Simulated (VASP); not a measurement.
Wanted: the native input for a VASP 6.6.1 run.

```
Task                   : single point
Functional             : PBE
Potentials or basis    : VASP PAW PBE potentials, release 64 (Al, N)
Cutoff                 : 520 eV
k mesh                 : 10 × 10 × 10
Occupations            : fermi-dirac, width 0.02 eV
Spin                   : no spin polarisation
Dipole correction      : no
Further INCAR settings : ALGO = Normal; EDIFF = 1e-07; NBANDS = 11
```

The structure of AlN lies in POSCAR:

```
AlN
1.0
    0.0000000000      2.1848764125      2.1411788842
    2.1848764125      0.0000000000      2.1411788842
    2.1848764125      2.1848764125      0.0000000000
Al N
1 1
Direct
    0.0000000000      0.0000000000      0.0000000000
    0.2500000000      0.2500000000      0.2500000000
```

This cell differs from its parent crystal: uniaxial z strain -2.0%.

These files were run (other wordings do the same):

INCAR

```
PREC     = Accurate       # precision mode
ENCUT    = 520            # plane-wave cutoff, eV
EDIFF    = 1E-7           # SCF threshold, eV
ISMEAR   = -1             # smearing method
SIGMA    = 0.02           # smearing width, eV
LREAL    = F              # projectors in reciprocal space
LASPH    = T              # aspherical terms in the spheres
NELM     = 60             # most SCF steps
ALGO     = Normal         # electronic algorithm
ISIF     = 2              # what is computed and relaxed
LWAVE    = F              # write WAVECAR
LCHARG   = F              # write CHGCAR
GGA      = PE             # functional
NBANDS   = 11             # bands
```

KPOINTS

```
Automatic mesh
0
Gamma
  10 10 10
```

Potentials or basis: VASP PAW PBE potentials, release 64 (Al, N).

Launch:

```console
$ cat potpaw_PBE.64/Al/POTCAR potpaw_PBE.64/N/POTCAR > POTCAR
$ mpirun -np 1 vasp_std > vasp.out
```

Results of the run:

- Pressure: 8.7 GPa
- Band gap on the k mesh: 3.21 eV, indirect (least direct gap 4.31 eV)

Caveat: the cell differs from its parent crystal (uniaxial z strain -2.0%).

Run time: 18 s on 1 thread of AMD EPYC 7R43 64-Core Processor (Zen 3), with other jobs on the host, peak memory 0.11 GiB.
